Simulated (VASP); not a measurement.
Here is a VASP 6.6.1 calculation.

INCAR

```
SYSTEM = SnSe
ALGO = Normal
EDIFF = 1E-6
ENCUT = 500
GGA = PS
GGA_COMPAT = .FALSE.
ISIF = 2
ISMEAR = 0
LASPH = .TRUE.
LCHARG = .FALSE.
LREAL = .FALSE.
LWAVE = .FALSE.
NBANDS = 17
NELM = 120
PREC = Accurate
SIGMA = 0.02
```

Contents of KPOINTS:

```
k-points
0
G
  7 5 12
  0 0 0
```

The input POSCAR:

```
SnSe
1.0
    4.0583733918     -0.0000000943     -0.0008296894
   -0.0000001334      5.7394066634     -0.0013048235
    2.0287383030      2.8692047270      2.1626929368
Sn Se
1 1
Direct
    0.0000000000      0.5000000000      0.0000000000
    0.0000000000      0.0000000000      0.0000000000
```

Potentials or basis: VASP PAW PBE potentials, release 64 (Sn_d, Se).

Command:

```console
$ cat potpaw_PBE.64/Sn_d/POTCAR potpaw_PBE.64/Se/POTCAR > POTCAR
$ mpirun -np 1 vasp_std > vasp.out
```

Estimate the pressure.

2.8 GPa.

What does it give for the band gap on the k mesh?

0.11 eV (least direct gap 0.49 eV).

Stress tensor (GPa, compression positive):
```
 2.18 -0.02  0.00
-0.02  6.27  0.00
 0.00  0.00  0.01
```

Caveat: the PAW data sets were made with another functional, which shifts forces and pressure a little; spin-orbit coupling is left out, which moves the levels of the heavy elements; an odd mesh through Γ misses points on the zone boundary, where band edges can lie.
